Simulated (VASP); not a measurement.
Crystal: Na2S.

```xyz
3
Lattice="0.0000 3.2554 3.2554 3.2554 0.0000 3.2554 3.2554 3.2554 0.0000" Properties=species:S:1:pos:R:3 pbc="T T T"
Na    1.6277    1.6277    1.6277
Na    4.8831    4.8831    4.8831
S     0.0000    0.0000    0.0000
```

Base run:

```yaml
Program: VASP 6.6.1
Functional: PBE-based screened hybrid with 75 % exact exchange
Potentials_or_basis: VASP PAW PBE potentials, release 64 (Na_pv, S)
Cutoff: 400 eV
k_mesh: 4 × 4 × 4
Occupations: gaussian, width 0.01 eV
Spin: no spin polarisation
```

Its results: band gap on the k mesh 6.66 eV; pressure -1.2 GPa.

Task: The run is repeated on the same cell with these changes: functional from PBE-based screened hybrid with 75 % exact exchange to PBE-based screened hybrid with 100 % exact exchange; share of exact exchange from 0.75 to 1. What comes out?

Result: Band gap on the k mesh 8.12 eV; pressure -1.8 GPa.

Caveats: the PAW data sets were made with another functional, which shifts forces and pressure a little.

